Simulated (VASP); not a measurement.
# Be (Pm-3m) in VASP: a series of runs

The runs below take Be through single point, with BLYP.

Program: VASP 6.6.1. These are calculated values, not measurements. Logs are shortened: lines on timing, memory, paths and dates and some standing lists are left out, and cuts for length are marked.

### Step 1. The cell of the first run

Symmetry: Pm-3m, No. 221, cubic system. Conventional cell: a = 2.099 Å, b = 2.099 Å, c = 2.099 Å, α = 90.00°, β = 90.00°, γ = 90.00°. Be (site symmetry m-3m) has 6 Be at 2.10 Å within 2.8 Å.

### Step 2. Single point, BLYP (volume scaled by 0.88)

Contents of INCAR:

```
PREC = Accurate
ENCUT = 520
EDIFF = 1E-6
ISMEAR = -1
SIGMA = 0.1
LREAL = F
LASPH = T
NELM = 80
ALGO = Normal
ISIF = 2
LWAVE = F
LCHARG = F
GGA = B5
ALDAX = 1.0
AGGAX = 1.0
AGGAC = 1.0
ALDAC = 0.0
NBANDS = 7
```

Contents of KPOINTS:

```
regular mesh
0
Gamma
  16 16 16
```

Contents of POSCAR:

```
Be
1.0
    2.0993066999      0.0000000000      0.0000000000
    0.0000000000      2.0993066999      0.0000000000
    0.0000000000      0.0000000000      2.0993066999
Be
1
Direct
    0.0000000000      0.0000000000      0.0000000000
```

Potentials or basis: VASP PAW PBE potentials, release 64 (Be).

Launch:

```
$ cat potpaw_PBE.64/Be/POTCAR > POTCAR
$ mpirun -np 1 vasp_std > vasp.out
```

OUTCAR:

```text
PREC = Accurate
   ENCUT = 520
   EDIFF = 1E-6
   ISMEAR = -1
   LREAL = F
   LASPH = T
   NELM = 80
   ISIF = 2
   GGA = B5

 ion  position               nearest neighbor table
   1  0.000  0.000  0.000-

  LATTYP: Found a simple cubic cell.
 ALAT       =     2.0993066999

  Lattice vectors:

 A1 = (   2.0993066999,   0.0000000000,   0.0000000000)
 A2 = (   0.0000000000,   2.0993066999,   0.0000000000)
 A3 = (   0.0000000000,   0.0000000000,   2.0993066999)

Analysis of symmetry for initial positions (statically):
=====================================================================
 Subroutine PRICEL returns:
 Original cell was already a primitive cell.

 Routine SETGRP: Setting up the symmetry group for a
 simple cubic supercell.

 Subroutine GETGRP returns: Found 48 space group operations
 (whereof 48 operations were pure point group operations)
 out of a pool of 48 trial point group operations.

The static configuration has the point symmetry O_h .

Analysis of symmetry for dynamics (positions and initial velocities):
=====================================================================
 Subroutine PRICEL returns:
 Original cell was already a primitive cell.

 Routine SETGRP: Setting up the symmetry group for a
 simple cubic supercell.

 Subroutine GETGRP returns: Found 48 space group operations
 (whereof 48 operations were pure point group operations)
 out of a pool of 48 trial point group operations.

The dynamic configuration has the point symmetry O_h .

 Subroutine INISYM returns: Found 48 space group operations
 (whereof 48 operations are pure point group operations),
 and found     1 'primitive' translations

----------------------------------------------------------------------------------------

                                     Primitive cell

  volume of cell :       9.2518

  direct lattice vectors                    reciprocal lattice vectors
     2.099306700  0.000000000  0.000000000     0.476347739  0.000000000  0.000000000
     0.000000000  2.099306700  0.000000000     0.000000000  0.476347739  0.000000000
     0.000000000  0.000000000  2.099306700     0.000000000  0.000000000  0.476347739

  length of vectors
     2.099306700  2.099306700  2.099306700     0.476347739  0.476347739  0.476347739

  position of ions in fractional coordinates (direct lattice)
     0.000000000  0.000000000  0.000000000

  ion indices of the primitive-cell ions
   primitive index   ion index
                 1           1

[... 71 lines left out ...]
   EDIFF  = 0.1E-05   stopping-criterion for ELM
   LREAL  =      F    real-space projection
   EDIFFG = 0.1E-04   stopping-criterion for IOM
   NSW    =      0    number of steps for IOM
   IBRION =     -1    ionic relax: 0-MD 1-quasi-New 2-CG
   NFREE  =      0    steps in history (QN), initial steepest desc. (CG)
   ISIF   =      2    stress and relaxation
   ISYM   =      2    0-nonsym 1-usesym 2-fastsym
   POTIM  = 0.5000    time-step for ionic-motion
   TEBEG  =    0.0;   TEEND  =   0.0 temperature during run
   PSTRESS=    0.0 pullay stress
   NELECT =       2.0000    total number of electrons
   NUPDOWN=      -1.0000    fix difference up-down
   EMIN   =  10.00;   EMAX   =-10.00  energy-range for DOS
   EFERMI =   0.00;   METHOD = LEGACY
   ISMEAR =    -1;   SIGMA  =   0.10  broadening in eV -4-tet -1-fermi 0-gaus
   EFERMI_NEDOS =   21; number of points for ismear=-14 and -15
   IALGO  =     38    algorithm
   IMIX   =      4    mixing-type and parameters
     AMIX     =   0.40;   BMIX     =  1.00
     AMIX_MAG =   1.60;   BMIX_MAG =  1.00
  volume/ion in A,a.u.               =       9.25        62.43
  Fermi-wavevector in a.u.,A,eV,Ry     =   0.982522  1.856697 13.134376  0.965349
  Thomas-Fermi vector in A             =   2.113611
   LORBIT       =      0    0 simple, 1 ext, 2 COOP (PROOUT), +10 PAW based schemes
   GGA     = B5    functional components
   LHFCALC =     F    Hartree Fock is set to
   AEXX    =    0.0000 exact exchange contribution
   IVDW    =     0    specifies the selected vdW correction
   LEPSILON=     F    determine dielectric tensor
   LRPA    =     F    only Hartree local field effects (RPA)
 non-spin polarized calculation
  energy-cutoff  :      520.00
  volume of cell :        9.25
 maximum number of plane-waves:       280
 NGX is ok and might be reduce to    16
   NGX =  7   NGY =  7   NGZ =  7

 number of electron       2.0000000 magnetization

 Free energy of the ion-electron system (eV)
  ---------------------------------------------------
  ext. energy  EPLUGINS =         0.00000000
  ---------------------------------------------------
  free energy    TOTEN  =        -2.12016918 eV

  energy without entropy =       -2.10769836  energy(sigma->0) =       -2.11393377

 E-fermi :   5.9695     XC(G=0):  -9.5201

 val. band max:        5.9360402744   @ k =   0.5000   0.2500   0.1875
 cond. band min:       6.0057998272   @ k =   0.4375   0.1875   0.1250
 fundamental gap:      0.0697595529
 Fermi energy:         5.9694511631

 k-point     1 :       0.0000    0.0000    0.0000
  band No.  band energies     occupation
      1      -4.1690      2.00000
      2      20.3710      0.00000
      3      20.3710      0.00000
      4      20.3710      0.00000
      5      26.4146      0.00000
      6      26.4146      0.00000
      7      36.4839      0.00000
[... 221 lines left out ...]
 k-point    24 :       0.5000    0.1250    0.0000
  band No.  band energies     occupation
      1       1.4312      2.00000
      2       4.5730      2.00000
      3      21.7156      0.00000
      4      24.6236      0.00000
      5      27.5081      0.00000
      6      35.7436      0.00000
      7      35.8907      0.00000

 [... further k-points ...]

------------------------ aborting loop because EDIFF is reached ----------------------------------------

  FORCE on cell =-STRESS in cart. coord.  units (eV):
  Direction    XX          YY          ZZ          XY          YZ          ZX
  --------------------------------------------------------------------------------------
  -------------------------------------------------------------------------------------
  Total        0.6448504      0.6448504      0.6448504      0.0000000      0.0000000      0.0000000
  in kB      111.6713745    111.6713745    111.6713745      0.0000000      0.0000000      0.0000000
  external PRESSURE =     111.6713745 kB  Pullay stress =       0.0000000 kB

 VOLUME and BASIS-vectors are now :
 -----------------------------------------------------------------------------
  energy-cutoff  :      520.00
  volume of cell :        9.25
      direct lattice vectors                 reciprocal lattice vectors
     2.099306700  0.000000000  0.000000000     0.476347739  0.000000000  0.000000000
     0.000000000  2.099306700  0.000000000     0.000000000  0.476347739  0.000000000
     0.000000000  0.000000000  2.099306700     0.000000000  0.000000000  0.476347739

 POSITION                                       TOTAL-FORCE (eV/Angst)
 -----------------------------------------------------------------------------------
      0.00000      0.00000      0.00000         0.000000      0.000000      0.000000
 -----------------------------------------------------------------------------------
    total drift:                               -0.000000     -0.000000      0.000000

  FREE ENERGIE OF THE ION-ELECTRON SYSTEM (eV)
  ---------------------------------------------------
  free  energy   TOTEN  =        -2.1201691756 eV

  energy  without entropy=       -2.1076983604  energy(sigma->0) =       -2.11393377
```

OSZICAR:

```text
N       E                     dE             d eps       ncg     rms          rms(c)
DAV:   1    -0.106823107675E+01   -0.10682E+01   -0.10176E+03  2464   0.228E+02
DAV:   2    -0.215265663371E+01   -0.10844E+01   -0.10421E+01  3171   0.234E+01
DAV:   3    -0.215477924400E+01   -0.21226E-02   -0.21190E-02  2660   0.923E-01
DAV:   4    -0.215477960555E+01   -0.36155E-06   -0.36083E-06  3374   0.121E-02
DAV:   5    -0.215477960549E+01    0.65413E-10   -0.64579E-10  2625   0.845E-05    0.644E-01
DAV:   6    -0.212982999118E+01    0.24950E-01   -0.29187E-03  2660   0.400E-01    0.390E-01
DAV:   7    -0.212013234464E+01    0.96976E-02   -0.37236E-03  2576   0.483E-01    0.304E-02
DAV:   8    -0.212017851465E+01   -0.46170E-04   -0.48623E-05  2863   0.441E-02    0.122E-02
DAV:   9    -0.212016991746E+01    0.85972E-05   -0.10531E-05  2464   0.255E-02    0.187E-03
DAV:  10    -0.212016917562E+01    0.74184E-06   -0.15833E-07  1897   0.356E-03
   1 F= -.21201692E+01 E0= -.21139338E+01  d E =-.124708E-01
```

Run time: 6.4 s. Hardware: 1 thread of Intel Xeon 8259CL, shared host; peak memory 0.11 GiB.

What came out:

```
Free energy            : -2.1202 eV
Pressure               : 11.2 GPa
Band gap on the k mesh : zero (band 1 reaches 11.56 eV, above the bottom of band 2 at 4.34 eV)
```

Caveat: the PAW data sets were made with another functional, which shifts forces and pressure a little.

### Step 3. Single point, BLYP (volume scaled by 0.92)

Contents of INCAR:

```
SYSTEM = Be
  PREC = Accurate
  ENCUT = 520
  EDIFF = 1E-6
  ISMEAR = -1
  SIGMA = 0.1
  LREAL = .FALSE.
  LASPH = .TRUE.
  NELM = 60
  ALGO = Normal
  ISIF = 2
  LWAVE = .FALSE.
  LCHARG = .FALSE.
  GGA = B5
  ALDAX = 1.0
  AGGAX = 1.0
  AGGAC = 1.0
  ALDAC = 0.0
  NBANDS = 7
```

Contents of KPOINTS:

```
regular mesh
0
G
  16 16 16
  0 0 0
```

Contents of POSCAR:

```
Be
1.0
    2.1306442558      0.0000000000      0.0000000000
    0.0000000000      2.1306442558      0.0000000000
    0.0000000000      0.0000000000      2.1306442558
Be
1
Direct
    0.0000000000      0.0000000000      0.0000000000
```

Potentials or basis: VASP PAW PBE potentials, release 64 (Be).

Launch:

```
$ cat potpaw_PBE.64/Be/POTCAR > POTCAR
$ mpirun -np 1 vasp_std > vasp.out
```

Run time: 7.6 s. Hardware: 1 thread of Intel Xeon 8259CL, shared host; peak memory 0.11 GiB.

It converged, with:

```yaml
Free_energy: -2.1436 eV
Pressure: 6.8 GPa
Band_gap_on_the_k_mesh: zero (band 1 reaches 11.03 eV, above the bottom of band 2 at 3.92 eV)
```

Levels at points of the mesh, in eV from the Fermi level:
| k point | band 1 | band 2 | band 3 | band 4 |
| --- | --- | --- | --- | --- |
| (0.00, 0.00, 0.00) | -9.87 | 13.96 | 13.96 | 13.96 |
| (0.50, 0.00, 0.00) | -4.79 | -1.68 | 17.68 | 17.68 |
| (0.50, 0.50, 0.00) | 0.63 | 0.63 | 7.19 | 7.61 |
| (0.50, 0.50, 0.50) | 5.42 | 5.42 | 5.42 | 13.89 |

Caveat: the PAW data sets were made with another functional, which shifts forces and pressure a little.
